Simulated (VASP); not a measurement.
Wanted: the native input for a VASP 6.6.1 run.

| Item | Value |
| --- | --- |
| Task | single point |
| Functional | PBE |
| Potentials or basis | VASP PAW PBE potentials, release 64 (Hf_pv, Sn_d, Te) |
| Cutoff | 520 eV |
| k mesh | 12 × 12 × 2 |
| Occupations | gaussian, width 0.1 eV |
| Spin | no spin polarisation |
| Dipole correction | no |
| Further INCAR settings | ALGO = Normal; EDIFF = 1e-06; NBANDS = 58 |

The structure of Hf3SnTe8 lies in POSCAR:

```
Hf3SnTe8
1.0
    4.0229306556      0.0000000000      0.0000000000
   -2.0114653278      3.4839601454      0.0000000000
    0.0000000000      0.0000000000     28.9844442261
Hf Sn Te
3 1 8
Direct
    0.0000000000      0.0000000000      0.2519111727
    0.0000000000      0.0000000000      0.5000000000
    0.0000000000      0.0000000000      0.7480888273
    0.0000000000      0.0000000000      0.0000000000
    0.3333333333      0.6666666667      0.0629096319
    0.3333333333      0.6666666667      0.3123417248
    0.3333333333      0.6666666667      0.5603936078
    0.3333333333      0.6666666667      0.8084612598
    0.6666666667      0.3333333333      0.1915387402
    0.6666666667      0.3333333333      0.4396063922
    0.6666666667      0.3333333333      0.6876582752
    0.6666666667      0.3333333333      0.9370903681
```

The input as run:

INCAR

```
PREC     = Accurate       # precision mode
ENCUT    = 520            # plane-wave cutoff, eV
EDIFF    = 1E-6           # SCF threshold, eV
ISMEAR   = 0              # smearing method
SIGMA    = 0.1            # smearing width, eV
LREAL    = False          # projectors in reciprocal space
LASPH    = True           # aspherical terms in the spheres
NELM     = 100            # most SCF steps
ALGO     = Normal         # electronic algorithm
ISIF     = 2              # what is computed and relaxed
LWAVE    = False          # write WAVECAR
LCHARG   = False          # write CHGCAR
GGA      = PE             # functional
NBANDS   = 58             # bands
```

KPOINTS

```
Automatic mesh
0
Gamma
  12 12 2
```

Potentials or basis: VASP PAW PBE potentials, release 64 (Hf_pv, Sn_d, Te).

The run is started by

```console
$ cat potpaw_PBE.64/Hf_pv/POTCAR potpaw_PBE.64/Sn_d/POTCAR potpaw_PBE.64/Te/POTCAR > POTCAR
$ mpirun -np 1 vasp_std > vasp.out
```

It gave:

| Item | Value |
| --- | --- |
| Pressure | -0.1 GPa |
| Largest force | 0.024 eV/Å |
| Band gap on the k mesh | zero (band 46 reaches 4.84 eV, above the bottom of band 47 at 4.30 eV) |

Caveat: spin-orbit coupling is left out, which moves the levels of the heavy elements; this functional lacks dispersion, which binds the layers, so the pressure and a relaxed spacing across them are unreliable.

Run time: 46 min on 1 thread of Intel(R) Xeon(R) Platinum 8488C (Sapphire Rapids), on a shared host, peak memory 0.97 GiB.
